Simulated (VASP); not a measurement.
# CdSi3 (P4/mmm) in VASP: further runs

CdSi3 is run at these levels: PBE; tasks: relaxation of cell and atoms, single point.

All numbers are computed with VASP 6.6.1; they aren't measurements. Logs are shortened: lines on timing, memory, paths and dates and some standing lists are left out, and cuts for length are marked.

### Step 1. The cell of the first run

It takes space group P4/mmm (No. 123, tetragonal). Conventional cell: a = 4.045 Å, b = 4.045 Å, c = 4.004 Å, α = 90.00°, β = 90.00°, γ = 90.00°. Within 3.7 Å of Cd (site symmetry 4/mmm) lie 12 Si at 2.85 to 2.86 Å. Si (site symmetry mmm) has 4 Cd at 2.85 Å and 8 Si at 2.85 to 2.86 Å within 3.7 Å. Si (site symmetry 4/mmm) has 8 Si at 2.85 Å and 4 Cd at 2.86 Å within 3.7 Å.

### Step 2. Relaxation of cell and atoms, PBE

INCAR reads:

```
PREC = Accurate
ENCUT = 600
EDIFF = 1E-6
ISMEAR = 0
SIGMA = 0.1
LREAL = False
LASPH = True
NELM = 100
ALGO = Normal
ISIF = 3
LWAVE = False
LCHARG = False
GGA = PE
IBRION = 2
NSW = 90
EDIFFG = -0.04
```

KPOINTS reads:

```
regular mesh
0
Gamma
  4 4 4
```

POSCAR reads:

```
CdSi3
1.0
    4.0452075781      0.0000000000      0.0000000000
    0.0000000000      4.0452075781      0.0000000000
    0.0000000000      0.0000000000      4.0036284902
Cd Si
1 3
Direct
    0.0000000000      0.0000000000      0.0000000000
    0.0000000000      0.5000000000      0.5000000000
    0.5000000000      0.0000000000      0.5000000000
    0.5000000000      0.5000000000      0.0000000000
```

Potentials or basis: VASP PAW PBE potentials, release 64 (Cd, Si).

The run is started by

```sh
$ cat potpaw_PBE.64/Cd/POTCAR potpaw_PBE.64/Si/POTCAR > POTCAR
$ mpirun -np 1 vasp_std > vasp.out
```

OUTCAR:

```text
PREC = Accurate
   ENCUT = 600
   EDIFF = 1E-6
   ISMEAR = 0
   LREAL = False
   LASPH = True
   NELM = 100
   ISIF = 3
   GGA = PE
   IBRION = 2
   NSW = 90
   EDIFFG = -0.04

 ion  position               nearest neighbor table
   1  0.000  0.000  0.000-   2 2.85   3 2.85   2 2.85   3 2.85   2 2.85   2 2.85   3 2.85   3 2.85
                             4 2.86   4 2.86   4 2.86   4 2.86
   2  0.000  0.500  0.500-   1 2.85   4 2.85   1 2.85   4 2.85   1 2.85   1 2.85   4 2.85   4 2.85
                             3 2.86   3 2.86   3 2.86   3 2.86
   3  0.500  0.000  0.500-   1 2.85   4 2.85   1 2.85   4 2.85   4 2.85   4 2.85   1 2.85   1 2.85
                             2 2.86   2 2.86   2 2.86   2 2.86
   4  0.500  0.500  0.000-   2 2.85   3 2.85   2 2.85   3 2.85   3 2.85   3 2.85   2 2.85   2 2.85
                             1 2.86   1 2.86   1 2.86   1 2.86

  LATTYP: Found a simple tetragonal cell.
 ALAT       =     4.0452075781
 C/A-ratio  =     0.9897213957

  Lattice vectors:

 A1 = (   4.0452075781,   0.0000000000,   0.0000000000)
 A2 = (   0.0000000000,   4.0452075781,   0.0000000000)
 A3 = (   0.0000000000,   0.0000000000,   4.0036284902)

Analysis of symmetry for initial positions (statically):
=====================================================================
 Subroutine PRICEL returns:
 Original cell was already a primitive cell.

 Routine SETGRP: Setting up the symmetry group for a
 simple tetragonal supercell.

 Subroutine GETGRP returns: Found 16 space group operations
 (whereof 16 operations were pure point group operations)
 out of a pool of 16 trial point group operations.

The static configuration has the point symmetry D_4h.

Analysis of symmetry for dynamics (positions and initial velocities):
=====================================================================
 Subroutine PRICEL returns:
 Original cell was already a primitive cell.

 Routine SETGRP: Setting up the symmetry group for a
 simple tetragonal supercell.

 Subroutine GETGRP returns: Found 16 space group operations
 (whereof 16 operations were pure point group operations)
 out of a pool of 16 trial point group operations.

The dynamic configuration has the point symmetry D_4h.

 Subroutine INISYM returns: Found 16 space group operations
 (whereof 16 operations are pure point group operations),
 and found     1 'primitive' translations

----------------------------------------------------------------------------------------

                                     Primitive cell

  volume of cell :      65.5142

  direct lattice vectors                    reciprocal lattice vectors
     4.045207578  0.000000000  0.000000000     0.247206103  0.000000000  0.000000000
     0.000000000  4.045207578  0.000000000     0.000000000  0.247206103  0.000000000
     0.000000000  0.000000000  4.003628490     0.000000000  0.000000000  0.249773425

  length of vectors
     4.045207578  4.045207578  4.003628490     0.247206103  0.247206103  0.249773425

  position of ions in fractional coordinates (direct lattice)
     0.000000000  0.000000000  0.000000000
     0.000000000  0.500000000  0.500000000
     0.500000000  0.000000000  0.500000000
     0.500000000  0.500000000  0.000000000

  ion indices of the primitive-cell ions
   primitive index   ion index
                 1           1
                 2           2
                 3           3
                 4           4

----------------------------------------------------------------------------------------

 KPOINTS: regular mesh

Automatic generation of k-mesh.
 Grid dimensions read from file:
 generate k-points for:    4    4    4

 Generating k-lattice:

  Cartesian coordinates                     Fractional coordinates (reciprocal lattice)
     0.061801526  0.000000000  0.000000000     0.250000000  0.000000000  0.000000000
     0.000000000  0.061801526  0.000000000     0.000000000  0.250000000  0.000000000
     0.000000000  0.000000000  0.062443356     0.000000000  0.000000000  0.250000000

  Length of vectors
     0.061801526  0.061801526  0.062443356

  Shift w.r.t. Gamma in fractional coordinates (k-lattice)
     0.000000000  0.000000000  0.000000000

 Subroutine IBZKPT returns following result:
 ===========================================

 Found     18 irreducible k-points:

 Following reciprocal coordinates:
            Coordinates               Weight
  0.000000  0.000000  0.000000      1.000000
  0.250000  0.000000  0.000000      4.000000
  0.500000  0.000000  0.000000      2.000000
  0.250000  0.250000  0.000000      4.000000
  0.500000  0.250000  0.000000      4.000000
  0.500000  0.500000  0.000000      1.000000
[... 10 lines left out ...]
  0.500000  0.250000  0.500000      4.000000
  0.500000  0.500000  0.500000      1.000000
   k-points           NKPTS =     18   k-points in BZ     NKDIM =     18   number of bands    NBANDS=     16
   number of dos      NEDOS =    301   number of ions     NIONS =      4
   total plane-waves  NPLWV =  32768
   dimension x,y,z NGX =    32 NGY =   32 NGZ =   32
   dimension x,y,z NGXF=    64 NGYF=   64 NGZF=   64
   ions per type =               1   3
   NGX,Y,Z   is equivalent  to a cutoff of  13.15, 13.15, 13.29 a.u.
   NGXF,Y,Z  is equivalent  to a cutoff of  26.30, 26.30, 26.58 a.u.
 SYSTEM =  unknown system
   PREC   = accura    normal or accurate (medium, high low for compatibility)
   ISTART =      0    job   : 0-new  1-cont  2-samecut
   ICHARG =      2    charge: 1-file 2-atom 10-const
   ISPIN  =      1    spin polarized calculation?
   LNONCOLLINEAR =      F non collinear calculations
   LSORBIT =      F    spin-orbit coupling
   LASPH  =      T    aspherical Exc in radial PAW
   ENCUT  =  600.0 eV  44.10 Ry    6.64 a.u.   8.08  8.08  8.00*2*pi/ulx,y,z
   NELM   =    100;   NELMIN=  2; NELMDL= -5     # of ELM steps
   EDIFF  = 0.1E-05   stopping-criterion for ELM
   LREAL  =      F    real-space projection
   EDIFFG = -.4E-01   stopping-criterion for IOM
   NSW    =     90    number of steps for IOM
   IBRION =      2    ionic relax: 0-MD 1-quasi-New 2-CG
   NFREE  =      1    steps in history (QN), initial steepest desc. (CG)
   ISIF   =      3    stress and relaxation
   ISYM   =      2    0-nonsym 1-usesym 2-fastsym
   POTIM  = 0.5000    time-step for ionic-motion
   TEBEG  =    0.0;   TEEND  =   0.0 temperature during run
   PSTRESS=    0.0 pullay stress
   NELECT =      24.0000    total number of electrons
   NUPDOWN=      -1.0000    fix difference up-down
   EMIN   =  10.00;   EMAX   =-10.00  energy-range for DOS
   EFERMI =   0.00;   METHOD = LEGACY
   ISMEAR =     0;   SIGMA  =   0.10  broadening in eV -4-tet -1-fermi 0-gaus
   EFERMI_NEDOS =   21; number of points for ismear=-14 and -15
   IALGO  =     38    algorithm
   IMIX   =      4    mixing-type and parameters
     AMIX     =   0.40;   BMIX     =  1.00
     AMIX_MAG =   1.60;   BMIX_MAG =  1.00
  volume/ion in A,a.u.               =      16.38       110.53
  Fermi-wavevector in a.u.,A,eV,Ry     =   1.171386  2.213599 18.669176  1.372146
  Thomas-Fermi vector in A             =   2.307831
   LORBIT       =      0    0 simple, 1 ext, 2 COOP (PROOUT), +10 PAW based schemes
   GGA     = PE    functional components
   LHFCALC =     F    Hartree Fock is set to
   AEXX    =    0.0000 exact exchange contribution
   IVDW    =     0    specifies the selected vdW correction
   LEPSILON=     F    determine dielectric tensor
   LRPA    =     F    only Hartree local field effects (RPA)
 conjugate gradient relaxation of ions
 non-spin polarized calculation
 Gauss-broadening in eV      SIGMA  =   0.10
  energy-cutoff  :      600.00
  volume of cell :       65.51
 maximum number of plane-waves:      2240
   NGX = 17   NGY = 17   NGZ = 15

--------------------------------------- Ionic step        1  -------------------------------------------

 number of electron      24.0000000 magnetization

 Free energy of the ion-electron system (eV)
  ---------------------------------------------------
  ext. energy  EPLUGINS =         0.00000000
  ---------------------------------------------------
  free energy    TOTEN  =       -14.69457650 eV

  energy without entropy =      -14.68670384  energy(sigma->0) =      -14.69064017

------------------------ aborting loop because EDIFF is reached ----------------------------------------

  FORCE on cell =-STRESS in cart. coord.  units (eV):
  Direction    XX          YY          ZZ          XY          YZ          ZX
  --------------------------------------------------------------------------------------
  -------------------------------------------------------------------------------------
  Total        2.3611926      2.3611926      1.3587179      0.0000000      0.0000000     -0.0000000
  in kB       57.7439640     57.7439640     33.2280221      0.0000000      0.0000000     -0.0000000
  external PRESSURE =      49.5719834 kB  Pullay stress =       0.0000000 kB
[... 175 lines left out ...]
  energy  without entropy=      -14.7527998573  energy(sigma->0) =      -14.75426056

--------------------------------------- Ionic step        6  -------------------------------------------

 number of electron      23.9999999 magnetization

 Free energy of the ion-electron system (eV)
  ---------------------------------------------------
  ext. energy  EPLUGINS =         0.00000000
  ---------------------------------------------------
  free energy    TOTEN  =       -14.75601566 eV

  energy without entropy =      -14.75339548  energy(sigma->0) =      -14.75470557

 E-fermi :   7.2564     XC(G=0): -10.9217

 val. band max:        7.2305269166   @ k =   0.0000   0.0000   0.5000
 cond. band min:       7.2755164624   @ k =   0.5000   0.5000   0.0000
 fundamental gap:      0.0449895458
 Fermi energy:         7.2564061850

 k-point     1 :       0.0000    0.0000    0.0000
  band No.  band energies     occupation
      1      -5.4036      2.00000
      2      -2.2663      2.00000
      3      -2.2290      2.00000
      4      -1.8810      2.00000
      5      -1.8810      2.00000
      6      -1.8768      2.00000
[... 8 lines left out ...]
     15       9.6180      0.00000
     16      11.8927      0.00000
[... 352 lines left out ...]
  FREE ENERGIE OF THE ION-ELECTRON SYSTEM (eV)
  ---------------------------------------------------
  free  energy   TOTEN  =       -14.7560156567 eV

  energy  without entropy=      -14.7533954820  energy(sigma->0) =      -14.75470557

 reached required accuracy - stopping structural energy minimisation
```

Run time: 31 s. Hardware: 1 thread of Intel Xeon 6975P-C (Granite Rapids), shared host; peak memory 0.19 GiB.

What came out:

```yaml
Free_energy: -14.7560 eV
Relaxed_volume: 17.32 Å³/atom
Relaxed_cell: a = 4.150 Å, b = 4.150 Å, c = 4.022 Å, α = 90.00°, β = 90.00°, γ = 90.00°
Space_group_after_relaxing_to_0.1_Å: P4/mmm (No. 123)
Energy_gained_by_relaxing: 15.4 meV/atom
Ionic_steps: 6
Pressure_after_relaxing: -0.2 GPa
Band_gap_on_the_k_mesh: zero (bands 12 and 13 overlap by 4.13 eV)
```

Step by step:
| step | energy change (eV) | largest force (eV/Å) | pressure (GPa) | volume (Å³) |
| --- | --- | --- | --- | --- |
| 1 | 0.0000 | 0.0000 | 4.96 | 65.51 |
| 2 | -0.0545 | 0.0000 | -1.42 | 70.43 |
| 3 | -0.0593 | 0.0000 | -0.12 | 69.30 |
| 4 | -0.0593 | 0.0000 | -0.22 | 69.37 |
| 5 | -0.0611 | 0.0000 | -0.21 | 69.31 |
| 6 | -0.0614 | 0.0000 | -0.20 | 69.27 |

Final structure:
```
CELL_PARAMETERS angstrom
4.14994 0.00000 0.00000
0.00000 4.14994 0.00000
0.00000 0.00000 4.02194
ATOMIC_POSITIONS crystal
Cd 0.00000 0.00000 0.00000
Si 0.00000 0.50000 0.50000
Si 0.50000 0.00000 0.50000
Si 0.50000 0.50000 0.00000
```

Caveat: the k points lie up to 0.39 Å⁻¹ apart in the final cell, too coarse for converged energies and pressures of a metal.

(Continued in part 2 of 2.)

The gap in the log of VASP goes by the Fermi energy; the results here count the filled bands.